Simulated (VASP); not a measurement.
The system is BaO.

```
CELL_PARAMETERS angstrom
0.00000 2.78701 2.78701
2.78701 0.00000 2.78701
2.78701 2.78701 0.00000
ATOMIC_POSITIONS crystal
Ba 0.00000 0.00000 0.00000
O 0.50000 0.50000 0.50000
```

```yaml
Program: VASP 6.6.1
Task: relaxation of cell and atoms
Functional: PBE
Potentials_or_basis: VASP PAW PBE potentials, release 64 (Ba_sv, O)
Cutoff: 600 eV
k_mesh: 8 × 8 × 8
Occupations: gaussian, width 0.02 eV
Spin: no spin polarisation
```

At the start: pressure 1.5 GPa; volume 21.65 Å³/atom.

Q: Where does the relaxation end?

A: Over 3 steps the energy falls by 2.1 meV/atom and the volume is 22.10 Å³/atom (+2.1 %); space group Fm-3m (No. 225, to 0.05 Å).

The path:
```csv
step,energy change (eV),largest force (eV/Å),pressure (GPa),volume (Å³)
1,0.0000,0.0000,1.49,43.30
2,-0.0035,0.0000,-0.54,44.57
3,-0.0042,0.0000,0.00,44.21
```

Final structure:
```
CELL_PARAMETERS angstrom
0.00000 2.80645 2.80645
2.80645 0.00000 2.80645
2.80645 2.80645 0.00000
ATOMIC_POSITIONS crystal
Ba 0.00000 0.00000 0.00000
O 0.50000 0.50000 0.50000
```
